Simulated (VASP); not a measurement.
# AlN (F-43m) in VASP: notebook, part 3 of 3

VASP 6.6.1. Earlier steps stand in the parts before.

**5. Single point, PBE0**

This run uses another cell than the first one, of 10.43 Å³/atom, 1.179 times its volume.

POSCAR

```
AlN
1.0
    0.0000000000      2.1848764127      2.1848764127
    2.1848764127      0.0000000000      2.1848764127
    2.1848764127      2.1848764127      0.0000000000
Al N
1 1
Direct
    0.0000000000      0.0000000000      0.0000000000
    0.2500000000      0.2500000000      0.2500000000
```

INCAR.step1

```
SYSTEM = AlN
ALGO = Normal
EDIFF = 1E-5
ENCUT = 520
GGA = PE
ISIF = 2
ISMEAR = 0
LASPH = .TRUE.
LREAL = .FALSE.
LWAVE = .TRUE.
NBANDS = 11
NELM = 60
PREC = Accurate
SIGMA = 0.01
```

INCAR.step2

```
SYSTEM = AlN
AEXX = 0.25
ALGO = Normal
EDIFF = 1E-7
ENCUT = 520
GGA = PE
ISIF = 2
ISMEAR = 0
ISTART = 1
LASPH = .TRUE.
LCHARG = .TRUE.
LELF = .TRUE.
LHFCALC = .TRUE.
LREAL = .FALSE.
LVHAR = .TRUE.
LWAVE = .FALSE.
NBANDS = 11
NELM = 60
PREC = Accurate
PRECFOCK = Normal
SIGMA = 0.01
```

KPOINTS

```
k-points
0
G
  8 8 8
  0 0 0
```

Potentials or basis: VASP PAW PBE potentials, release 64 (Al, N).

Run with:

```console
> cat potpaw_PBE.64/Al/POTCAR potpaw_PBE.64/N/POTCAR > POTCAR
> cp INCAR.step1 INCAR
> mpirun -np 1 vasp_std > vasp.out
> cp INCAR.step2 INCAR
> mpirun -np 1 vasp_std > vasp.out
```

OUTCAR:

```text
SYSTEM = AlN
   AEXX = 0.25
   EDIFF = 1E-7
   ENCUT = 520
   GGA = PE
   ISIF = 2
   ISMEAR = 0
   ISTART = 1
   LASPH = .TRUE.
   LHFCALC = .TRUE.
   LREAL = .FALSE.
   NELM = 60
   PREC = Accurate
   PRECFOCK = Normal

 ion  position               nearest neighbor table
   1  0.000  0.000  0.000-   2 1.89   2 1.89   2 1.89   2 1.89
   2  0.250  0.250  0.250-   1 1.89   1 1.89   1 1.89   1 1.89

  LATTYP: Found a face centered cubic cell.
 ALAT       =     4.3697528254

  Lattice vectors:

 A1 = (   0.0000000000,   2.1848764127,   2.1848764127)
 A2 = (   2.1848764127,   0.0000000000,   2.1848764127)
 A3 = (   2.1848764127,   2.1848764127,   0.0000000000)

Analysis of symmetry for initial positions (statically):
=====================================================================
 Subroutine PRICEL returns:
 Original cell was already a primitive cell.

 Routine SETGRP: Setting up the symmetry group for a
 face centered cubic supercell.

 Subroutine GETGRP returns: Found 24 space group operations
 (whereof 24 operations were pure point group operations)
 out of a pool of 48 trial point group operations.

The static configuration has the point symmetry T_d .

Analysis of symmetry for dynamics (positions and initial velocities):
=====================================================================
 Subroutine PRICEL returns:
 Original cell was already a primitive cell.

 Routine SETGRP: Setting up the symmetry group for a
 face centered cubic supercell.

 Subroutine GETGRP returns: Found 24 space group operations
 (whereof 24 operations were pure point group operations)
 out of a pool of 48 trial point group operations.

The dynamic configuration has the point symmetry T_d .

 Subroutine INISYM returns: Found 24 space group operations
 (whereof 24 operations are pure point group operations),
 and found     1 'primitive' translations

----------------------------------------------------------------------------------------

                                     Primitive cell

  volume of cell :      20.8598

  direct lattice vectors                    reciprocal lattice vectors
[... 125 lines left out ...]
   LRPA    =     F    only Hartree local field effects (RPA)
 non-spin polarized calculation
 Gauss-broadening in eV      SIGMA  =   0.01
  energy-cutoff  :      520.00
  volume of cell :       20.86
 maximum number of plane-waves:       588
  NGX = 18; NGY = 18; NGZ = 18

 number of electron       8.0000000 magnetization

 Free energy of the ion-electron system (eV)
  ---------------------------------------------------
  ext. energy  EPLUGINS =         0.00000000
  ---------------------------------------------------
  free energy    TOTEN  =       -18.31709055 eV

  energy without entropy =      -18.31709055  energy(sigma->0) =      -18.31709055

 E-fermi :   4.7999     XC(G=0):  -8.6065

 val. band max:        4.6478996148   @ k =   0.0000   0.0000   0.0000
 cond. band min:       9.9397654216   @ k =   0.5000   0.5000   0.0000
 fundamental gap:      5.2918658068
 Fermi energy:         4.7999303212

 k-point     1 :       0.0000    0.0000    0.0000
  band No.  band energies     occupation
      1     -11.8579      2.00000
      2       4.6479      2.00000
      3       4.6479      2.00000
      4       4.6479      2.00000
      5      10.9199      0.00000
      6      19.6607      0.00000
      7      19.6607      0.00000
      8      19.6607      0.00000
      9      25.0270      0.00000
     10      25.0270      0.00000
     11      26.4073      0.00000
[... 309 lines left out ...]
 k-point    24 :      -0.3750    0.2500    0.1250
  band No.  band energies     occupation
      1      -9.3297      2.00000
      2      -0.9548      2.00000
      3       2.2157      2.00000
      4       3.4215      2.00000
      5      13.9953      0.00000
      6      16.2559      0.00000
      7      19.4447      0.00000
      8      19.9115      0.00000
      9      24.5454      0.00000
     10      26.1867      0.00000
     11      29.4597      0.00000

 [... further k-points ...]

------------------------ aborting loop because EDIFF is reached ----------------------------------------

  FORCE on cell =-STRESS in cart. coord.  units (eV):
  Direction    XX          YY          ZZ          XY          YZ          ZX
  --------------------------------------------------------------------------------------
  -------------------------------------------------------------------------------------
  Total       -0.1052706     -0.1052706     -0.1052706      0.0000000      0.0000000      0.0000000
  in kB       -8.0855033     -8.0855033     -8.0855033      0.0000000      0.0000000      0.0000000
  external PRESSURE =      -8.0855033 kB  Pullay stress =       0.0000000 kB

 VOLUME and BASIS-vectors are now :
 -----------------------------------------------------------------------------
  energy-cutoff  :      520.00
  volume of cell :       20.86
      direct lattice vectors                 reciprocal lattice vectors
     0.000000000  2.184876413  2.184876413    -0.228845896  0.228845896  0.228845896
     2.184876413  0.000000000  2.184876413     0.228845896 -0.228845896  0.228845896
     2.184876413  2.184876413  0.000000000     0.228845896  0.228845896 -0.228845896

 POSITION                                       TOTAL-FORCE (eV/Angst)
 -----------------------------------------------------------------------------------
      0.00000      0.00000      0.00000         0.000000      0.000000      0.000000
      1.09244      1.09244      1.09244        -0.000000     -0.000000     -0.000000
 -----------------------------------------------------------------------------------
    total drift:                                0.000000      0.000000      0.000000

  FREE ENERGIE OF THE ION-ELECTRON SYSTEM (eV)
  ---------------------------------------------------
  free  energy   TOTEN  =       -18.3170905461 eV

  energy  without entropy=      -18.3170905461  energy(sigma->0) =      -18.31709055
```

OUTCAR.step1:

```text
SYSTEM = AlN
   EDIFF = 1E-5
   ENCUT = 520
   GGA = PE
   ISIF = 2
   ISMEAR = 0
[... 558 lines left out ...]
      0.00000      0.00000      0.00000        -0.000000     -0.000000     -0.000000
      1.09244      1.09244      1.09244         0.000000      0.000000      0.000000
 -----------------------------------------------------------------------------------
    total drift:                                0.000000      0.000000      0.000000

  FREE ENERGIE OF THE ION-ELECTRON SYSTEM (eV)
  ---------------------------------------------------
  free  energy   TOTEN  =       -14.8410456742 eV

  energy  without entropy=      -14.8410456742  energy(sigma->0) =      -14.84104567
```

Wall time 24 min (1 thread of Intel Xeon Platinum 8488C (Sapphire Rapids), shared host); peak memory 0.15 GiB.

What came out:

| Item | Value |
| --- | --- |
| Free energy | -18.3171 eV |
| Pressure | -0.8 GPa |
| Band gap on the k mesh | 5.29 eV, indirect (least direct gap 6.27 eV) |

Caveat: the PAW data sets were made with another functional, which shifts forces and pressure a little. A k mesh can miss the band edges.

**6. Overview**

```csv
task,level,potentials or basis,cell,k mesh,cutoff (eV),smearing,grid for exact exchange (PRECFOCK),gap on the mesh (eV),pressure (GPa),relaxed volume (Å³/atom)
relaxation of cell and atoms,PBE,"VASP PAW PBE potentials, release 64 (Al, N)","relaxed from a = 2.925 Å, angles 60.0°, 2 atoms",10 × 10 × 10,600,fermi-dirac 0.02 eV,-,3.31,0.0,10.65
relaxation of cell and atoms,PBEsol,"VASP PAW PBE potentials, release 64 (Al, N)","relaxed from a = 3.113 Å, angles 60.0°, 2 atoms",10 × 10 × 10,600,fermi-dirac 0.02 eV,-,3.18,0.0,10.48
relaxation of cell and atoms,LDA,"VASP PAW LDA potentials, release 64 (Al, N)","relaxed from a = 3.113 Å, angles 60.0°, 2 atoms",10 × 10 × 10,600,fermi-dirac 0.02 eV,-,3.23,0.0,10.26
single point,PBE0,"VASP PAW PBE potentials, release 64 (Al, N)","a = 3.090 Å, angles 60.0°, 2 atoms",8 × 8 × 8,520,gaussian 0.01 eV,Normal,5.29,-0.8,-
```

Alike in all rows: no spin polarisation.

Caveats: the PAW data sets were made with another functional, which shifts forces and pressure a little (some runs); the volume moved by over 15 % at a fixed basis, so the end points are rough (some runs).

Absolute energies hang on the potentials; compare differences alone.
